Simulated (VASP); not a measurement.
# HfO2: single point with PBE

Crystal: HfO2.

```
Hf O
1.0
     3.60430    0.00000    0.00000
     0.00000    3.60430    0.00000
     0.00000    0.00000    5.26397
Hf O
2 4
Cartesian
  1.8022 1.8022 2.6320
  0.0000 0.0000 0.0000
  0.0000 1.8022 3.6493
  1.8022 0.0000 4.2467
  1.8022 0.0000 1.6147
  0.0000 1.8022 1.0173
```

* Program: VASP 6.6.1
* Task: single point
* Functional: PBE
* Potentials or basis: VASP PAW PBE potentials, release 64 (Hf_pv, O)
* Cutoff: 520 eV
* k mesh: 6 × 6 × 4
* Occupations: gaussian, width 0.05 eV
* Spin: no spin polarisation

The pressure is -3.1 GPa, the largest force is 0.049 eV/Å and the band gap on the k mesh is 4.65 eV, indirect (least direct gap 4.72 eV).

Forces in eV/Å, atoms in the order of the input:
```
Hf   0.000  0.000  0.000
Hf   0.000  0.000  0.000
O    0.000  0.000 -0.049
O    0.000  0.000  0.049
O    0.000  0.000  0.049
O    0.000  0.000 -0.049
```

Stress tensor (GPa, compression positive):
```
-3.18  0.00  0.00
 0.00 -3.18  0.00
 0.00  0.00 -3.00
```

Levels at points of the mesh, in eV from the valence-band top:
```
           k point  band 20  band 21  band 22  band 23  band 24  band 25
(0.00, 0.00, 0.00)    -0.15    -0.07    -0.07     4.65     4.66     5.83
(0.50, 0.00, 0.00)    -1.39    -0.15    -0.15     5.02     5.02     5.98
(0.50, 0.50, 0.00)    -0.73    -0.66    -0.66     5.72     5.72     5.96
(0.00, 0.00, 0.50)    -0.71     0.00     0.00     5.25     5.25     5.57
(0.50, 0.00, 0.50)    -1.38    -0.90    -0.90     5.13     5.13     5.52
(0.50, 0.50, 0.50)    -1.45    -0.11    -0.11     5.78     5.78     6.22
```

Run time: 50 s on 1 thread of AMD EPYC 7R43 64-Core Processor (Zen 3) (shared host), peak memory 0.17 GiB.

Caveat: spin-orbit coupling is left out, which moves the levels of the heavy elements. A k mesh can miss the band edges.
